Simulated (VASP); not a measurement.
A run of VASP 6.6.1:

The input INCAR:

```
ALGO     = Normal         # electronic algorithm
EDIFF    = 1E-6           # SCF threshold, eV
ENCUT    = 520            # plane-wave cutoff, eV
GGA      = PE             # functional
ISIF     = 2              # what is computed and relaxed
ISMEAR   = 0              # smearing method
ISPIN    = 2              # spin polarisation
LASPH    = T              # aspherical terms in the spheres
LCHARG   = F              # write CHGCAR
LMAXMIX  = 6              # l up to which the mixer works
LORBIT   = 11             # projections on sites
LREAL    = F              # projectors in reciprocal space
LWAVE    = F              # write WAVECAR
MAGMOM   = 0 0 3          # initial moments
NBANDS   = 28             # bands
NELM     = 150            # most SCF steps
PREC     = Accurate       # precision mode
SIGMA    = 0.1            # smearing width, eV
```

File KPOINTS:

```
k-points
0
Gamma
  6 6 5
```

File POSCAR:

```
LaFeGe
1.0
    4.2318077991      0.0000000000      0.0000000000
   -2.1159038996      3.6648530580      0.0000000000
    0.0000000000      0.0000000000      4.2857840000
La Ge Fe
1 1 1
Direct
    0.0000000000      0.0000000000      0.0000000000
    0.6666666667      0.3333333333      0.5000000000
    0.3333333333      0.6666666667      0.5000000000
```

Potentials or basis: VASP PAW PBE potentials, release 64 (La, Ge_d, Fe).

Launch:

```bash
$ cat potpaw_PBE.64/La/POTCAR potpaw_PBE.64/Ge_d/POTCAR potpaw_PBE.64/Fe/POTCAR > POTCAR
$ mpirun -np 1 vasp_std > vasp.out
```

Hardware: 1 thread of Intel(R) Xeon(R) Platinum 8375C CPU @ 2.90GHz (Ice Lake), with other jobs on the host.

How long does it take, and how much memory?

It took 95 s on 1 thread of Intel(R) Xeon(R) Platinum 8375C CPU @ 2.90GHz (Ice Lake), on a shared host, peak memory 0.24 GiB. Counts: scf iterations 19, k points 21.
